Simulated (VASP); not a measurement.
Set up this calculation in VASP 6.6.1, as the native input.

```
Task                   : relaxation of cell and atoms
Functional             : PBEsol
Potentials or basis    : VASP PAW PBE potentials, release 64 (Al)
Cutoff                 : 600 eV
k mesh                 : 10 × 10 × 10
Occupations            : fermi-dirac, width 0.1 eV
Spin                   : no spin polarisation
Dipole correction      : no
Further INCAR settings : ALGO = Normal; EDIFF = 1e-07; IBRION = 2; EDIFFG = -0.01; NSW = 80; ISIF = 3
```

The structure of Al lies in POSCAR:

```
Al
1.0
    0.0000000000      2.8194727963      2.8194727963
    2.8194727963      0.0000000000      2.8194727963
    2.8194727963      2.8194727963      0.0000000000
Al
2
Direct
    0.1250000000      0.1250000000      0.1250000000
    0.8750000000      0.8750000000      0.8750000000
```

The input as run:

INCAR

```
ALGO = Normal ; EDIFF = 1E-7
EDIFFG = -0.01 ; ENCUT = 600
GGA = PS ; IBRION = 2
ISIF = 3 ; ISMEAR = -1
LASPH = True ; LCHARG = False
LREAL = False ; LWAVE = False
NELM = 100 ; NSW = 80
PREC = Accurate ; SIGMA = 0.1
```

KPOINTS

```
k-points
0
Gamma
  10 10 10
```

Potentials or basis: VASP PAW PBE potentials, release 64 (Al).

Launch:

```bash
$ cat potpaw_PBE.64/Al/POTCAR > POTCAR
$ mpirun -np 1 vasp_std > vasp.out
```

Results of the run:

```yaml
Relaxed_volume: 26.93 Å³/atom
Relaxed_cell: a = 4.239 Å, b = 4.239 Å, c = 4.239 Å, α = 60.00°, β = 60.00°, γ = 60.00°
Space_group_after_relaxing_to_0.05_Å: Fd-3m (No. 227)
Energy_gained_by_relaxing: 130.8 meV/atom
Ionic_steps: 3
Pressure_after_relaxing: 0.1 GPa
Band_gap_on_the_k_mesh: zero (band 3 reaches 5.06 eV, above the bottom of band 4 at 1.53 eV)
```

Caveat: the volume moved by over 15 % at a fixed basis, so the end points are rough; the PAW data sets were made with another functional, which shifts forces and pressure a little.

It took 22 s on 1 thread of Intel(R) Xeon(R) Platinum 8488C (Sapphire Rapids) (shared host), peak memory 0.17 GiB.
